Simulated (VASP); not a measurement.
# InFe2H3 (P4/mmm) in VASP: single point with PBE

Aim: the single point of InFe2H3 with PBE.

Program: VASP 6.6.1. These are calculated values, not measurements. Logs are shortened: lines on timing, memory, paths and dates and some standing lists are left out, and cuts for length are marked.

**1. The cell of the first run**

Symmetry: P4/mmm, No. 123, tetragonal system. The conventional cell has a = 2.688 Å, b = 2.688 Å, c = 8.081 Å, α = 90.00°, β = 90.00°, γ = 90.00°. Within 3.5 Å of In (site symmetry 4/mmm) lie 2 H at 2.62 Å and 4 In at 2.69 Å and 8 Fe at 3.06 Å. Fe (site symmetry 4mm) has 5 H at 1.64 to 1.91 Å within 2.2 Å. Within 2.5 Å of H (site symmetry 4mm) lie 4 Fe at 1.91 Å and 4 H at 2.37 Å. H (site symmetry 4/mmm) has 2 Fe at 1.64 Å within 2.2 Å.

**2. Single point, PBE, collinear spin, ferromagnetic start**

INCAR

```
ALGO     = Normal         # electronic algorithm
EDIFF    = 1E-6           # SCF threshold, eV
ENCUT    = 520            # plane-wave cutoff, eV
GGA      = PE             # functional
ISIF     = 2              # what is computed and relaxed
ISMEAR   = 0              # smearing method
ISPIN    = 2              # spin polarisation
LASPH    = True           # aspherical terms in the spheres
LCHARG   = True           # write CHGCAR
LELF     = True           # ELF
LMAXMIX  = 4              # l up to which the mixer works
LORBIT   = 11             # projections on sites
LREAL    = False          # projectors in reciprocal space
LVHAR    = True         
LWAVE    = False          # write WAVECAR
MAGMOM   = 0 4 4 0 0 0    # initial moments
NBANDS   = 29             # bands
NELM     = 150            # most SCF steps
PREC     = Accurate       # precision mode
SIGMA    = 0.2            # smearing width, eV
```

KPOINTS

```
k-points
0
Gamma
  6 6 2
```

POSCAR

```
InFe2H3
1.0
    2.6880973499      0.0000000000      0.0000000000
    0.0000000000      2.6880973499      0.0000000000
    0.0000000000      0.0000000000      8.0813482301
In Fe H
1 2 3
Direct
    0.0000000000      0.0000000000      0.0000000000
    0.5000000000      0.5000000000      0.7035081189
    0.5000000000      0.5000000000      0.2964918811
    0.0000000000      0.0000000000      0.6753036739
    0.0000000000      0.0000000000      0.3246963261
    0.5000000000      0.5000000000      0.5000000000
```

Potentials or basis: VASP PAW PBE potentials, release 64 (In_d, Fe, H).

Started as:

```console
> cat potpaw_PBE.64/In_d/POTCAR potpaw_PBE.64/Fe/POTCAR potpaw_PBE.64/H/POTCAR > POTCAR
> mpirun -np 1 vasp_std > vasp.out
```

OUTCAR:

```text
EDIFF = 1E-6
   ENCUT = 520
   GGA = PE
   ISIF = 2
   ISMEAR = 0
   ISPIN = 2
   LASPH = True
   LORBIT = 11
   LREAL = False
   NELM = 150
   PREC = Accurate

 ion  position               nearest neighbor table
   1  0.000  0.000  0.000-   2 3.06   3 3.06   2 3.06   3 3.06   2 3.06   3 3.06   2 3.06   3 3.06

   2  0.500  0.500  0.704-   6 1.64   4 1.91   4 1.91   4 1.91   4 1.91   1 3.06   1 3.06   1 3.06
                             1 3.06
   3  0.500  0.500  0.296-   6 1.64   5 1.91   5 1.91   5 1.91   5 1.91   1 3.06   1 3.06   1 3.06
                             1 3.06
   4  0.000  0.000  0.675-   2 1.91   2 1.91   2 1.91   2 1.91
   5  0.000  0.000  0.325-   3 1.91   3 1.91   3 1.91   3 1.91
   6  0.500  0.500  0.500-   2 1.64   3 1.64

  LATTYP: Found a simple tetragonal cell.
 ALAT       =     2.6880973499
 C/A-ratio  =     3.0063450754

  Lattice vectors:

 A1 = (   2.6880973499,   0.0000000000,   0.0000000000)
 A2 = (   0.0000000000,   2.6880973499,   0.0000000000)
 A3 = (   0.0000000000,   0.0000000000,   8.0813482301)

Analysis of symmetry for initial positions (statically):
=====================================================================
 Subroutine PRICEL returns:
 Original cell was already a primitive cell.

 Routine SETGRP: Setting up the symmetry group for a
 simple tetragonal supercell.

 Subroutine GETGRP returns: Found 16 space group operations
 (whereof 16 operations were pure point group operations)
 out of a pool of 16 trial point group operations.

The static configuration has the point symmetry D_4h.

Analysis of symmetry for dynamics (positions and initial velocities):
=====================================================================
 Subroutine PRICEL returns:
 Original cell was already a primitive cell.

 Routine SETGRP: Setting up the symmetry group for a
 simple tetragonal supercell.

 Subroutine GETGRP returns: Found 16 space group operations
 (whereof 16 operations were pure point group operations)
 out of a pool of 16 trial point group operations.

The dynamic configuration has the point symmetry D_4h.

Analysis of structural, dynamic, and magnetic symmetry:
=====================================================================
 Subroutine PRICEL returns:
 Original cell was already a primitive cell.

 Routine SETGRP: Setting up the symmetry group for a
 simple tetragonal supercell.

 Subroutine GETGRP returns: Found 16 space group operations
 (whereof 16 operations were pure point group operations)
[... 139 lines left out ...]
  volume of cell :       58.39
 maximum number of plane-waves:      1604
 NGX is ok and might be reduce to    20
   NGX =  9   NGY =  9   NGZ = 31

 number of electron      31.9999994 magnetization       4.4527691

 Free energy of the ion-electron system (eV)
  ---------------------------------------------------
  ext. energy  EPLUGINS =         0.00000000
  ---------------------------------------------------
  free energy    TOTEN  =       -27.00127522 eV

  energy without entropy =      -26.90655701  energy(sigma->0) =      -26.95391612

 E-fermi :   6.2315     XC(G=0): -11.4006

 val. band max:        6.2161459818   @ k =   0.3333   0.1667   0.5000
 cond. band min:       6.2378770959   @ k =   0.1667   0.1667   0.0000
 fundamental gap:      0.0217311141
 Fermi energy:         6.2315083815

 spin component 1

 k-point     1 :       0.0000    0.0000    0.0000
  band No.  band energies     occupation
      1     -10.1033      1.00000
      2      -9.4882      1.00000
      3      -8.5702      1.00000
      4      -8.5702      1.00000
      5      -8.3747      1.00000
      6      -4.8782      1.00000
[... 609 lines left out ...]
     27      12.6334      0.00000
     28      13.0376      0.00000
 Fermi energy:         6.2315083815

 spin component 2

 k-point     1 :       0.0000    0.0000    0.0000
  band No.  band energies     occupation
      1     -10.0852      1.00000
      2      -9.4749      1.00000
      3      -8.5726      1.00000
      4      -8.5726      1.00000
      5      -8.3633      1.00000
      6      -4.8300      1.00000
[... 609 lines left out ...]
     27      12.5163      0.00000
     28      13.5935      0.00000
 [bands above 28 left out]

------------------------ aborting loop because EDIFF is reached ----------------------------------------

  FORCE on cell =-STRESS in cart. coord.  units (eV):
  Direction    XX          YY          ZZ          XY          YZ          ZX
  --------------------------------------------------------------------------------------
  -------------------------------------------------------------------------------------
  Total       -0.0148187     -0.0148187      0.0567340      0.0000000      0.0000000      0.0000000
  in kB       -0.4065821     -0.4065821      1.5566107      0.0000000      0.0000000      0.0000000
  external PRESSURE =       0.2478155 kB  Pullay stress =       0.0000000 kB

 VOLUME and BASIS-vectors are now :
 -----------------------------------------------------------------------------
  energy-cutoff  :      520.00
  volume of cell :       58.39
      direct lattice vectors                 reciprocal lattice vectors
     2.688097350  0.000000000  0.000000000     0.372010337  0.000000000  0.000000000
     0.000000000  2.688097350  0.000000000     0.000000000  0.372010337  0.000000000
     0.000000000  0.000000000  8.081348230     0.000000000  0.000000000  0.123741729

 POSITION                                       TOTAL-FORCE (eV/Angst)
 -----------------------------------------------------------------------------------
      0.00000      0.00000      0.00000        -0.000000      0.000000      0.000000
      1.34405      1.34405      5.68529        -0.000000      0.000000      0.008932
      1.34405      1.34405      2.39605         0.000000      0.000000     -0.008932
      0.00000      0.00000      5.45736        -0.000000     -0.000000     -0.068003
      0.00000      0.00000      2.62398        -0.000000      0.000000      0.068003
      1.34405      1.34405      4.04067        -0.000000      0.000000      0.000000
 -----------------------------------------------------------------------------------
    total drift:                               -0.000000      0.000000      0.000000

  FREE ENERGIE OF THE ION-ELECTRON SYSTEM (eV)
  ---------------------------------------------------
  free  energy   TOTEN  =       -27.0012752176 eV

  energy  without entropy=      -26.9065570126  energy(sigma->0) =      -26.95391612

 total charge

# of ion       s       p       d       tot
------------------------------------------
    1        0.907   0.836   9.897  11.640
    2        0.372   0.406   6.275   7.052
    3        0.372   0.406   6.275   7.052
    4        0.498   0.018   0.000   0.516
    5        0.498   0.018   0.000   0.516
    6        0.539   0.018   0.000   0.557
--------------------------------------------------
tot          3.186   1.702  22.447  27.334

 magnetization (x)

# of ion       s       p       d       tot
------------------------------------------
    1        0.035  -0.033  -0.001   0.001
    2        0.018   0.018   2.217   2.253
    3        0.018   0.018   2.217   2.253
    4       -0.025   0.003   0.000  -0.022
    5       -0.025   0.003   0.000  -0.022
    6       -0.030   0.003   0.000  -0.027
--------------------------------------------------
tot         -0.009   0.012   4.433   4.436
```

OSZICAR:

```text
N       E                     dE             d eps       ncg     rms          rms(c)
DAV:   1     0.254153650410E+03    0.25415E+03   -0.13809E+04  2328   0.143E+03
DAV:   2    -0.650650991064E+01   -0.26066E+03   -0.24547E+03  2320   0.333E+02
DAV:   3    -0.294615883286E+02   -0.22955E+02   -0.22206E+02  2672   0.114E+02
DAV:   4    -0.301302548140E+02   -0.66867E+00   -0.66733E+00  2786   0.200E+01
DAV:   5    -0.301583750038E+02   -0.28120E-01   -0.28115E-01  3374   0.327E+00    0.188E+01
DAV:   6    -0.308691291543E+02   -0.71075E+00   -0.34913E+01  2926   0.686E+01    0.229E+01
DAV:   7    -0.267761831837E+02    0.40929E+01   -0.10163E+01  2954   0.438E+01    0.532E+00
DAV:   8    -0.269853875719E+02   -0.20920E+00   -0.54693E-01  2951   0.524E+00    0.243E+00
DAV:   9    -0.269962139294E+02   -0.10826E-01   -0.84730E-02  3172   0.286E+00    0.857E-01
DAV:  10    -0.269999703579E+02   -0.37564E-02   -0.82866E-03  2732   0.682E-01    0.531E-01
DAV:  11    -0.270010982013E+02   -0.11278E-02   -0.17519E-03  3274   0.433E-01    0.286E-01
DAV:  12    -0.270012264604E+02   -0.12826E-03   -0.32624E-04  3016   0.173E-01    0.923E-02
DAV:  13    -0.270012676948E+02   -0.41234E-04   -0.86091E-05  2762   0.704E-02    0.302E-02
DAV:  14    -0.270012722018E+02   -0.45070E-05   -0.10903E-05  2666   0.234E-02    0.116E-02
DAV:  15    -0.270012744545E+02   -0.22527E-05   -0.13814E-06  2202   0.871E-03    0.637E-03
DAV:  16    -0.270012752176E+02   -0.76310E-06   -0.58244E-07  1778   0.652E-03
   1 F= -.27001275E+02 E0= -.26953916E+02  d E =-.947182E-01  mag=     4.4538
```

stdout:

```text
POSCAR found type information on POSCAR InFeH
 POSCAR found :  3 types and       6 ions
 scaLAPACK will be used
 LDA part: xc-table for (Slater+PW92), standard interpolation
 POSCAR, INCAR and KPOINTS ok, starting setup
 FFT: planning ... GRIDC
 FFT: planning ... GRID_SOFT
 FFT: planning ... GRID
 WAVECAR not read
 entering main loop
```

It took 54 s on 1 thread of AMD EPYC 9R45 (Zen 5), shared host; peak memory 0.18 GiB.

What came out:

```
Free energy                                           : -27.0013 eV
Pressure                                              : 0.0 GPa
Largest force                                         : 0.068 eV/Å
Net moment                                            : 4.45 μB per cell
Site moments                                          : In +0.00; Fe +2.25; H -0.02, -0.03 μB
Valence electrons inside the program's atomic spheres : In 11.64; Fe 7.05; H 0.52, 0.56
```

Forces in eV/Å, atoms in the order of the input:
```
In   0.000  0.000  0.000
Fe   0.000  0.000  0.009
Fe   0.000  0.000 -0.009
H    0.000  0.000 -0.068
H    0.000  0.000  0.068
H    0.000  0.000  0.000
```

Stress tensor (GPa, compression positive):
```
-0.04  0.00  0.00
 0.00 -0.04  0.00
 0.00  0.00  0.16
```

Caveat: the k points lie up to 0.39 Å⁻¹ apart; spin-orbit coupling is left out, which moves the levels of the heavy elements.
